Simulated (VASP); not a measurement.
# Hf3C (P6_3/mmc) in VASP: further runs

Hf3C is run at these levels: PBE; tasks: single point, relaxation of cell and atoms.

All numbers are computed with VASP 6.6.1; they aren't measurements. Logs are shortened: lines on timing, memory, paths and dates and some standing lists are left out, and cuts for length are marked.

## 1. The cell of the first run

Symmetry: P6_3/mmc, No. 194, hexagonal system. Conventional cell: a = 5.896 Å, b = 5.896 Å, c = 4.555 Å, α = 90.00°, β = 90.00°, γ = 120.00°. Within 3.7 Å of Hf (site symmetry mm2) lie 4 C at 2.80 to 2.95 Å and 8 Hf at 2.81 to 3.08 Å. Within 3.7 Å of C (site symmetry -6m2) lie 12 Hf at 2.80 to 2.95 Å.

## 2. Single point, PBE

The input, INCAR:

```
SYSTEM = Hf3C
PREC     = Accurate       ! precision mode
ENCUT    = 520            ! plane-wave cutoff, eV
EDIFF    = 1E-6           ! SCF threshold, eV
ISMEAR   = 0              ! smearing method
SIGMA    = 0.1            ! smearing width, eV
LREAL    = .FALSE.        ! projectors in reciprocal space
LASPH    = .TRUE.         ! aspherical terms in the spheres
NELM     = 100            ! most SCF steps
ALGO     = Normal         ! electronic algorithm
ISIF     = 2              ! what is computed and relaxed
LWAVE    = .FALSE.        ! write WAVECAR
LCHARG   = .FALSE.        ! write CHGCAR
GGA      = PE             ! functional
NBANDS   = 44             ! bands
```

The input, KPOINTS:

```
Automatic mesh
0
G
  3 3 4
  0 0 0
```

The input, POSCAR:

```
Hf3C
1.0
    5.8963629772      0.0000000000      0.0000000000
   -2.9481814886      5.1064001282      0.0000000000
    0.0000000000      0.0000000000      4.5554250376
Hf C
6 2
Direct
    0.8256820437      0.6513640875      0.2500000000
    0.1743179563      0.8256820437      0.7500000000
    0.3486359125      0.1743179563      0.2500000000
    0.1743179563      0.3486359125      0.7500000000
    0.8256820437      0.1743179563      0.2500000000
    0.6513640875      0.8256820437      0.7500000000
    0.3333333333      0.6666666667      0.2500000000
    0.6666666667      0.3333333333      0.7500000000
```

Potentials or basis: VASP PAW PBE potentials, release 64 (Hf_pv, C).

Command:

```console
$ cat potpaw_PBE.64/Hf_pv/POTCAR potpaw_PBE.64/C/POTCAR > POTCAR
$ mpirun -np 1 vasp_std > vasp.out
```

OUTCAR:

```text
SYSTEM = Hf3C
   PREC = Accurate
   ENCUT = 520
   EDIFF = 1E-6
   ISMEAR = 0
   LREAL = .FALSE.
   LASPH = .TRUE.
   NELM = 100
   ISIF = 2
   GGA = PE

 ion  position               nearest neighbor table
   1  0.826  0.651  0.250-   8 2.80   8 2.80   3 2.81   5 2.81   6 2.89   6 2.89   2 2.89   2 2.89
                             7 2.95   7 2.95   5 3.08   3 3.08
   2  0.174  0.826  0.750-   7 2.80   7 2.80   6 2.81   4 2.81   1 2.89   1 2.89   3 2.89   3 2.89
                             8 2.95   8 2.95   6 3.08   4 3.08
   3  0.349  0.174  0.250-   8 2.80   8 2.80   5 2.81   1 2.81   4 2.89   4 2.89   2 2.89   2 2.89
                             7 2.95   7 2.95   5 3.08   1 3.08
   4  0.174  0.349  0.750-   7 2.80   7 2.80   2 2.81   6 2.81   3 2.89   3 2.89   5 2.89   5 2.89
                             8 2.95   8 2.95   2 3.08   6 3.08
   5  0.826  0.174  0.250-   8 2.80   8 2.80   3 2.81   1 2.81   4 2.89   4 2.89   6 2.89   6 2.89
                             7 2.95   7 2.95   3 3.08   1 3.08
   6  0.651  0.826  0.750-   7 2.80   7 2.80   2 2.81   4 2.81   1 2.89   1 2.89   5 2.89   5 2.89
                             8 2.95   8 2.95   2 3.08   4 3.08
   7  0.333  0.667  0.250-   2 2.80   2 2.80   6 2.80   6 2.80   4 2.80   4 2.80   1 2.95   1 2.95
                             5 2.95   3 2.95   3 2.95   5 2.95
   8  0.667  0.333  0.750-   5 2.80   5 2.80   3 2.80   3 2.80   1 2.80   1 2.80   4 2.95   4 2.95
                             2 2.95   6 2.95   6 2.95   2 2.95

  LATTYP: Found a hexagonal cell.
 ALAT       =     5.8963629772
 C/A-ratio  =     0.7725821927

  Lattice vectors:

 A1 = (   5.8963629772,   0.0000000000,   0.0000000000)
 A2 = (  -2.9481814886,   5.1064001282,   0.0000000000)
 A3 = (   0.0000000000,   0.0000000000,   4.5554250376)

Analysis of symmetry for initial positions (statically):
=====================================================================
 Subroutine PRICEL returns:
 Original cell was already a primitive cell.

 Routine SETGRP: Setting up the symmetry group for a
 hexagonal supercell.

 Subroutine GETGRP returns: Found 24 space group operations
 (whereof 12 operations were pure point group operations)
 out of a pool of 24 trial point group operations.

The static configuration has the point symmetry D_3d.
 The point group associated with its full space group is D_6h.

Analysis of symmetry for dynamics (positions and initial velocities):
=====================================================================
 Subroutine PRICEL returns:
 Original cell was already a primitive cell.

 Routine SETGRP: Setting up the symmetry group for a
 hexagonal supercell.

 Subroutine GETGRP returns: Found 24 space group operations
 (whereof 12 operations were pure point group operations)
 out of a pool of 24 trial point group operations.

The dynamic configuration has the point symmetry D_3d.
 The point group associated with its full space group is D_6h.

 Subroutine INISYM returns: Found 24 space group operations
 (whereof 12 operations are pure point group operations),
 and found     1 'primitive' translations

----------------------------------------------------------------------------------------

                                     Primitive cell

  volume of cell :     137.1602

  direct lattice vectors                    reciprocal lattice vectors
     5.896362977  0.000000000  0.000000000     0.169596072  0.097916338  0.000000000
    -2.948181489  5.106400128  0.000000000     0.000000000  0.195832676  0.000000000
     0.000000000  0.000000000  4.555425038     0.000000000  0.000000000  0.219518484

  length of vectors
     5.896362977  5.896362977  4.555425038     0.195832676  0.195832676  0.219518484

  position of ions in fractional coordinates (direct lattice)
     0.825682044  0.651364087  0.250000000
     0.174317956  0.825682044  0.750000000
     0.348635913  0.174317956  0.250000000
     0.174317956  0.348635913  0.750000000
     0.825682044  0.174317956  0.250000000
     0.651364087  0.825682044  0.750000000
     0.333333333  0.666666667  0.250000000
     0.666666667  0.333333333  0.750000000

  ion indices of the primitive-cell ions
   primitive index   ion index
                 1           1
                 2           2
                 3           3
                 4           4
                 5           5
                 6           6
                 7           7
                 8           8

----------------------------------------------------------------------------------------

 KPOINTS: Automatic mesh

Automatic generation of k-mesh.
 Grid dimensions read from file:
 generate k-points for:    3    3    4

 Generating k-lattice:

  Cartesian coordinates                     Fractional coordinates (reciprocal lattice)
     0.056532024  0.032638779  0.000000000     0.333333333  0.000000000  0.000000000
     0.000000000  0.065277559  0.000000000     0.000000000  0.333333333  0.000000000
     0.000000000  0.000000000  0.054879621     0.000000000  0.000000000  0.250000000

  Length of vectors
     0.065277559  0.065277559  0.054879621

  Shift w.r.t. Gamma in fractional coordinates (k-lattice)
     0.000000000  0.000000000  0.000000000

 Subroutine IBZKPT returns following result:
 ===========================================

 Found      9 irreducible k-points:

 Following reciprocal coordinates:
            Coordinates               Weight
  0.000000  0.000000  0.000000      1.000000
  0.333333 -0.000000  0.000000      6.000000
  0.333333  0.333333  0.000000      2.000000
  0.000000  0.000000  0.250000      2.000000
  0.333333 -0.000000  0.250000     12.000000
  0.333333  0.333333  0.250000      4.000000
  0.000000  0.000000  0.500000      1.000000
  0.333333 -0.000000  0.500000      6.000000
  0.333333  0.333333  0.500000      2.000000
   k-points           NKPTS =      9   k-points in BZ     NKDIM =      9   number of bands    NBANDS=     44
   number of dos      NEDOS =    301   number of ions     NIONS =      8
   total plane-waves  NPLWV =  82944
   dimension x,y,z NGX =    48 NGY =   48 NGZ =   36
   dimension x,y,z NGXF=    96 NGYF=   96 NGZF=   72
   ions per type =               6   2
   NGX,Y,Z   is equivalent  to a cutoff of  13.53, 13.53, 13.14 a.u.
   NGXF,Y,Z  is equivalent  to a cutoff of  27.07, 27.07, 26.28 a.u.
 SYSTEM =  Hf3C
   PREC   = accura    normal or accurate (medium, high low for compatibility)
   ISTART =      0    job   : 0-new  1-cont  2-samecut
   ICHARG =      2    charge: 1-file 2-atom 10-const
   ISPIN  =      1    spin polarized calculation?
   LNONCOLLINEAR =      F non collinear calculations
   LSORBIT =      F    spin-orbit coupling
   LASPH  =      T    aspherical Exc in radial PAW
   ENCUT  =  520.0 eV  38.22 Ry    6.18 a.u.  10.96 10.96  8.47*2*pi/ulx,y,z
   NELM   =    100;   NELMIN=  2; NELMDL= -5     # of ELM steps
   EDIFF  = 0.1E-05   stopping-criterion for ELM
   LREAL  =      F    real-space projection
   EDIFFG = 0.1E-04   stopping-criterion for IOM
   NSW    =      0    number of steps for IOM
   IBRION =     -1    ionic relax: 0-MD 1-quasi-New 2-CG
   NFREE  =      0    steps in history (QN), initial steepest desc. (CG)
   ISIF   =      2    stress and relaxation
   ISYM   =      2    0-nonsym 1-usesym 2-fastsym
   POTIM  = 0.5000    time-step for ionic-motion
   TEBEG  =    0.0;   TEEND  =   0.0 temperature during run
   PSTRESS=    0.0 pullay stress
   NELECT =      68.0000    total number of electrons
   NUPDOWN=      -1.0000    fix difference up-down
   EMIN   =  10.00;   EMAX   =-10.00  energy-range for DOS
   EFERMI =   0.00;   METHOD = LEGACY
   ISMEAR =     0;   SIGMA  =   0.10  broadening in eV -4-tet -1-fermi 0-gaus
   EFERMI_NEDOS =   21; number of points for ismear=-14 and -15
   IALGO  =     38    algorithm
   IMIX   =      4    mixing-type and parameters
     AMIX     =   0.40;   BMIX     =  1.00
     AMIX_MAG =   1.60;   BMIX_MAG =  1.00
  volume/ion in A,a.u.               =      17.15       115.70
  Fermi-wavevector in a.u.,A,eV,Ry     =   1.295692  2.448503 22.841706  1.678818
  Thomas-Fermi vector in A             =   2.427196
   LORBIT       =      0    0 simple, 1 ext, 2 COOP (PROOUT), +10 PAW based schemes
   GGA     = PE    functional components
   LHFCALC =     F    Hartree Fock is set to
   AEXX    =    0.0000 exact exchange contribution
   IVDW    =     0    specifies the selected vdW correction
   LEPSILON=     F    determine dielectric tensor
   LRPA    =     F    only Hartree local field effects (RPA)
 non-spin polarized calculation
 Gauss-broadening in eV      SIGMA  =   0.10
  energy-cutoff  :      520.00
  volume of cell :      137.16
 maximum number of plane-waves:      3704
 NGX is ok and might be reduce to    48

 number of electron      68.0000003 magnetization

 Free energy of the ion-electron system (eV)
  ---------------------------------------------------
  ext. energy  EPLUGINS =         0.00000000
  ---------------------------------------------------
  free energy    TOTEN  =       -71.02182842 eV

  energy without entropy =      -71.01469679  energy(sigma->0) =      -71.01826260

 E-fermi :   5.6878     XC(G=0): -11.7716

 val. band max:        5.5773351497   @ k =   0.0000   0.0000   0.0000
 cond. band min:       5.8186182691   @ k =   0.3333  -0.0000   0.5000
 fundamental gap:      0.2412831194
 Fermi energy:         5.6877838666

 k-point     1 :       0.0000    0.0000    0.0000
  band No.  band energies     occupation
      1     -25.5396      2.00000
      2     -25.4283      2.00000
      3     -25.2134      2.00000
      4     -25.1818      2.00000
      5     -25.1818      2.00000
      6     -25.0532      2.00000
[... 36 lines left out ...]
     43       8.3286      0.00000
     44       9.6603      0.00000

 k-point     2 :       0.3333   -0.0000    0.0000
  band No.  band energies     occupation
      1     -25.3589      2.00000
      2     -25.3517      2.00000
      3     -25.1950      2.00000
      4     -25.1515      2.00000
      5     -25.1120      2.00000
      6     -25.0641      2.00000
[... 321 lines left out ...]
 k-point     9 :       0.3333    0.3333    0.5000
  band No.  band energies     occupation
      1     -25.3214      2.00000
      2     -25.3214      2.00000
      3     -25.2280      2.00000
      4     -25.2280      2.00000
      5     -25.0746      2.00000
      6     -25.0746      2.00000
[... 36 lines left out ...]
     43       8.2233      0.00000
     44       8.2285      0.00000

------------------------ aborting loop because EDIFF is reached ----------------------------------------

  FORCE on cell =-STRESS in cart. coord.  units (eV):
  Direction    XX          YY          ZZ          XY          YZ          ZX
  --------------------------------------------------------------------------------------
  -------------------------------------------------------------------------------------
  Total       -0.5964307     -0.5964307     -0.8371798     -0.0000000      0.0000000     -0.0000000
  in kB       -6.9669493     -6.9669493     -9.7791556     -0.0000000      0.0000000     -0.0000000
  external PRESSURE =      -7.9043514 kB  Pullay stress =       0.0000000 kB

 VOLUME and BASIS-vectors are now :
 -----------------------------------------------------------------------------
  energy-cutoff  :      520.00
  volume of cell :      137.16
      direct lattice vectors                 reciprocal lattice vectors
     5.896362977  0.000000000  0.000000000     0.169596072  0.097916338  0.000000000
    -2.948181489  5.106400128  0.000000000     0.000000000  0.195832676  0.000000000
     0.000000000  0.000000000  4.555425038     0.000000000  0.000000000  0.219518484

 POSITION                                       TOTAL-FORCE (eV/Angst)
 -----------------------------------------------------------------------------------
      2.94818      3.32613      1.13886        -0.000000     -0.003770     -0.000000
     -1.40642      4.21626      3.41657         0.003265     -0.001885     -0.000000
      1.54176      0.89014      1.13886         0.003265      0.001885      0.000000
      0.00000      1.78027      3.41657         0.000000      0.003770      0.000000
      4.35460      0.89014      1.13886        -0.003265      0.001885      0.000000
      1.40642      4.21626      3.41657        -0.003265     -0.001885      0.000000
     -0.00000      3.40427      1.13886         0.000000      0.000000      0.000000
      2.94818      1.70213      3.41657        -0.000000      0.000000      0.000000
 -----------------------------------------------------------------------------------
    total drift:                               -0.000000      0.000000     -0.000000

  FREE ENERGIE OF THE ION-ELECTRON SYSTEM (eV)
  ---------------------------------------------------
  free  energy   TOTEN  =       -71.0218284225 eV

  energy  without entropy=      -71.0146967870  energy(sigma->0) =      -71.01826260
```

Wall time 41 s (1 thread of Intel Xeon 6975P-C (Granite Rapids), shared host); peak memory 0.28 GiB.

Results:

| Item | Value |
| --- | --- |
| Free energy | -71.0218 eV |
| Pressure | -0.8 GPa |
| Largest force | 0.004 eV/Å |
| Band gap on the k mesh | zero (bands 34 and 35 overlap by 0.37 eV) |

Forces on the atoms (eV/Å):
```
Hf   0.000 -0.004  0.000
Hf   0.003 -0.002  0.000
Hf   0.003  0.002  0.000
Hf   0.000  0.004  0.000
Hf  -0.003  0.002  0.000
Hf  -0.003 -0.002  0.000
C    0.000  0.000  0.000
C    0.000  0.000  0.000
```

Caveat: the k points lie up to 0.41 Å⁻¹ apart; spin-orbit coupling is left out, which moves the levels of the heavy elements.

## 3. Single point, PBE

This run uses another cell than the first one, of the same volume but with other edges.

The input, INCAR:

```
ALGO = Normal ; EDIFF = 1E-7
ENCUT = 520 ; GGA = PE
ISIF = 2 ; ISMEAR = 0
LASPH = T ; LCHARG = F
LREAL = F ; LWAVE = F
NBANDS = 44 ; NELM = 80
PREC = Accurate ; SIGMA = 0.1
```

The input, KPOINTS:

```
k-points
0
Gamma
  6 6 8
```

The input, POSCAR:

```
Hf3C
1.0
    5.8216956504      0.0000000000      0.0000000000
   -2.9108478252      5.0417363264      0.0000000000
    0.0000000000      0.0000000000      4.6691700466
Hf C
6 2
Direct
    0.8276425209      0.6552850419      0.2500000000
    0.1723574791      0.8276425209      0.7500000000
    0.3447149581      0.1723574791      0.2500000000
    0.1723574791      0.3447149581      0.7500000000
    0.8276425209      0.1723574791      0.2500000000
    0.6552850419      0.8276425209      0.7500000000
    0.3333333333      0.6666666667      0.2500000000
    0.6666666667      0.3333333333      0.7500000000
```

Potentials or basis: VASP PAW PBE potentials, release 64 (Hf_pv, C).

Command:

```console
$ cat potpaw_PBE.64/Hf_pv/POTCAR potpaw_PBE.64/C/POTCAR > POTCAR
$ mpirun -np 1 vasp_std > vasp.out
```

Wall time 2.8 min (1 thread of Intel Xeon 6975P-C (Granite Rapids), shared host); peak memory 0.37 GiB.

Results (log left out):

| Quantity | Value |
| --- | --- |
| Free energy | -70.9900 eV |
| Pressure | -0.6 GPa |
| Band gap on the k mesh | zero (bands 34 and 35 overlap by 0.63 eV) |

Forces on the atoms (eV/Å):
```
Hf   0.000  0.003  0.000
Hf  -0.002  0.001  0.000
Hf  -0.002 -0.001  0.000
Hf   0.000 -0.003  0.000
Hf   0.002 -0.001  0.000
Hf   0.002  0.001  0.000
C    0.000  0.000  0.000
C    0.000  0.000  0.000
```

Levels at points of the mesh, in eV from the Fermi level:
| k point | band 32 | band 33 | band 34 | band 35 | band 36 | band 37 |
| --- | --- | --- | --- | --- | --- | --- |
| (0.00, 0.00, 0.00) | -1.25 | -1.17 | -0.75 | -0.18 | -0.18 | 0.98 |
| (0.50, 0.00, 0.00) | -0.69 | -0.42 | -0.02 | 0.22 | 0.61 | 0.82 |
| (0.00, 0.00, 0.50) | -1.60 | -0.75 | -0.75 | -0.18 | -0.18 | -0.18 |
| (0.50, 0.00, 0.50) | -0.75 | -0.27 | -0.27 | 0.45 | 0.45 | 0.89 |

Caveat: spin-orbit coupling is left out, which moves the levels of the heavy elements.

## 4. Relaxation of cell and atoms, PBE

This run uses another cell than the first one, of 16.80 Å³/atom.

The input, INCAR:

```
  PREC = Accurate
  ENCUT = 600
  EDIFF = 1E-6
  ISMEAR = 0
  SIGMA = 0.1
  LREAL = F
  LASPH = T
  NELM = 100
  ALGO = Normal
  ISIF = 3
  LWAVE = F
  LCHARG = F
  GGA = PE
  IBRION = 2
  NSW = 90
  EDIFFG = -0.04
```

The input, KPOINTS:

```
Automatic mesh
0
Gamma
  3 3 4
```

The input, POSCAR:

```
Hf3C
1.0
    5.7828532992      0.0000000000      0.0000000000
   -2.8914266496      5.0080978634      0.0000000000
    0.0000000000      0.0000000000      4.6416320224
Hf C
6 2
Direct
    0.8330000000      0.6660000000      0.2500000000
    0.1670000000      0.8330000000      0.7500000000
    0.3340000000      0.1670000000      0.2500000000
    0.1670000000      0.3340000000      0.7500000000
    0.8330000000      0.1670000000      0.2500000000
    0.6660000000      0.8330000000      0.7500000000
    0.3333333333      0.6666666667      0.2500000000
    0.6666666667      0.3333333333      0.7500000000
```

Command:

```console
$ cat potpaw_PBE.64/Hf_pv/POTCAR potpaw_PBE.64/C/POTCAR > POTCAR
$ mpirun -np 1 vasp_std > vasp.out
```

Run time: 5 min. Hardware: 1 thread of Intel Xeon 6975P-C (Granite Rapids), shared host; peak memory 0.32 GiB.

Results (log left out):

* Free energy: -71.0254 eV
* Relaxed volume: 17.05 Å³/atom
* Relaxed cell: a = 5.893 Å, b = 5.893 Å, c = 4.536 Å, α = 90.00°, β = 90.00°, γ = 120.00°
* Space group after relaxing (to 0.1 Å): P6_3/mmc (No. 194)
* Energy gained by relaxing: 49.8 meV/atom
* Ionic steps: 9
* Pressure after relaxing: -0.1 GPa
* Largest force after relaxing: 0.017 eV/Å
* Band gap on the k mesh: zero (bands 34 and 35 overlap by 0.36 eV)

Forces on the atoms (eV/Å):
```
Hf   0.000 -0.017  0.000
Hf   0.015 -0.009  0.000
Hf   0.015  0.009  0.000
Hf   0.000  0.017  0.000
Hf  -0.015  0.009  0.000
Hf  -0.015 -0.009  0.000
C    0.000  0.000  0.000
C    0.000  0.000  0.000
```

The path:
| step | energy change (eV) | largest force (eV/Å) | pressure (GPa) | volume (Å³) |
| --- | --- | --- | --- | --- |
| 1 | 0.0000 | 1.8651 | 3.04 | 134.43 |
| 2 | -0.2233 | 0.8105 | -3.61 | 140.72 |
| 3 | -0.3416 | 0.1346 | -1.71 | 138.30 |
| 4 | -0.3743 | 0.0659 | 0.85 | 135.31 |
| 5 | -0.3743 | 0.0647 | 0.83 | 135.33 |
| 6 | -0.3934 | 0.0229 | 0.50 | 135.70 |
| 7 | -0.3975 | 0.0909 | 0.29 | 135.97 |
| 8 | -0.3982 | 0.0290 | -0.37 | 136.68 |
| 9 | -0.3987 | 0.0175 | -0.11 | 136.40 |

Final structure:
```
CELL_PARAMETERS angstrom
5.89277 0.00000 0.00000
-2.94638 5.10329 0.00000
0.00000 0.00000 4.53560
ATOMIC_POSITIONS crystal
Hf 0.82561 0.65122 0.25000
Hf 0.17439 0.82561 0.75000
Hf 0.34878 0.17439 0.25000
Hf 0.17439 0.34878 0.75000
Hf 0.82561 0.17439 0.25000
Hf 0.65122 0.82561 0.75000
C 0.33333 0.66667 0.25000
C 0.66667 0.33333 0.75000
```

Levels at points of the mesh, in eV from the Fermi level:
```csv
k point,band 31,band 32,band 33,band 34,band 35,band 36,band 37,band 38
"(0.00, 0.00, 0.00)",-1.35,-1.29,-1.29,-0.46,-0.10,-0.10,0.63,0.98
"(0.00, 0.00, 0.50)",-1.60,-1.60,-0.54,-0.54,-0.11,-0.11,-0.11,-0.11
```

Caveat: the k points lie up to 0.41 Å⁻¹ apart in the final cell; spin-orbit coupling is left out, which moves the levels of the heavy elements.

## 5. Summary

| task | cell | k mesh | cutoff (eV) | gap on the mesh (eV) | pressure (GPa) |
| --- | --- | --- | --- | --- | --- |
| single point | a = 5.896, b = 5.896, c = 4.555 Å, angles 90.0, 90.0, 120.0°, 8 atoms, atomic positions A | 3 × 3 × 4 | 520 | none | -0.8 |
| single point | a = 5.822, b = 5.822, c = 4.669 Å, angles 90.0, 90.0, 120.0°, 8 atoms, atomic positions B | 6 × 6 × 8 | 520 | none | -0.6 |
| relaxation of cell and atoms | relaxed from a = 5.783, b = 5.783, c = 4.642 Å, angles 90.0, 90.0, 120.0°, 8 atoms, atomic positions C | 3 × 3 × 4 | 600 | none | -0.1 |

Alike in all rows: level PBE; potentials or basis VASP PAW PBE potentials, release 64 (Hf_pv, C); no spin polarisation; smearing gaussian 0.1 eV.

Caveats: some runs use coarse meshes; spin-orbit coupling is left out, which moves the levels of the heavy elements.

Absolute energies hang on the potentials; compare differences alone.

The gap in the log of VASP goes by the Fermi energy; the results here count the filled bands.